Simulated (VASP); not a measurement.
## Tl: single point with PBE

The system is Tl.

```
Tl
1.0
     3.61243    0.00000    0.00000
    -1.80621    3.12846    0.00000
     0.00000    0.00000    5.56527
Tl
2
Direct
  0.33333 0.66667 0.75000
  0.66667 0.33333 0.25000
```

| Item | Value |
| --- | --- |
| Program | VASP 6.6.1 |
| Task | single point |
| Functional | PBE |
| Potentials or basis | VASP PAW PBE potentials, release 64 (Tl_d) |
| Cutoff | 520 eV |
| k mesh | 15 × 15 × 8 |
| Occupations | gaussian, width 0.1 eV |
| Spin | no spin polarisation |

The pressure is -0.1 GPa and the band gap on the k mesh is zero (bands 13 and 14 overlap by 5.44 eV).

Levels at points of the mesh, in eV from the Fermi level:
```tsv
k point	band 9	band 10	band 11	band 12	band 13	band 14	band 15	band 16	band 17	band 18
(0.00, 0.00, 0.00)	-11.13	-11.13	-9.46	-4.85	-2.38	6.92	6.92	8.91	8.91	9.77
(0.00, 0.00, 0.50)	-11.21	-11.21	-8.10	-8.10	3.49	3.49	7.88	7.88	7.88	7.88
```

It took 47 s on 1 thread of Intel(R) Xeon(R) 6975P-C (Granite Rapids) (shared host), peak memory 0.27 GiB.

Caveat: spin-orbit coupling is left out, which moves the levels of the heavy elements.
